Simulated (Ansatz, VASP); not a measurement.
Ge in VASP and in Ansatz

```
Ge
1.0
     1.95168    1.12680    3.61916
    -1.95168    1.12680    3.61916
     0.00000   -2.25361    3.61916
Ge
2
Direct
  0.22754 0.22754 0.22754
  0.77246 0.77246 0.77246
```

Alike in both runs: task single point; functional r2SCAN; k mesh 6 × 6 × 6; occupations gaussian, width 0.1 eV; no spin polarisation.

```csv
,VASP,Ansatz
version,VASP 6.6.1,Ansatz 0.2.0
potentials or method,"VASP PAW PBE potentials, release 64 (Ge_d), cutoff 520 eV","scalar-relativistic, plane waves, PAW"
valence electrons in the cell,28,28
```

Ansatz gave:

```
gap on the k mesh at the Fermi level (eV)                     : none
pressure (GPa)                                                : -7.1
traceless stress, the component that is largest in VASP (GPa) : -1.07
rms of the force components (eV/Å)                            : 0.099
```

**Question.** Estimate VASP's values.

**Answer.** gap on the k mesh at the Fermi level (eV): none; pressure (GPa): -7.1; traceless stress, the component that is largest in VASP (GPa): -1.06; rms of the force components (eV/Å): 0.097.

VASP's potentials were made for PBE, not for r2SCAN. Atom by atom the forces differ by 0.003 eV/Å (rms over components). A gap of «none» marks a metal or a gap that the smearing closes.
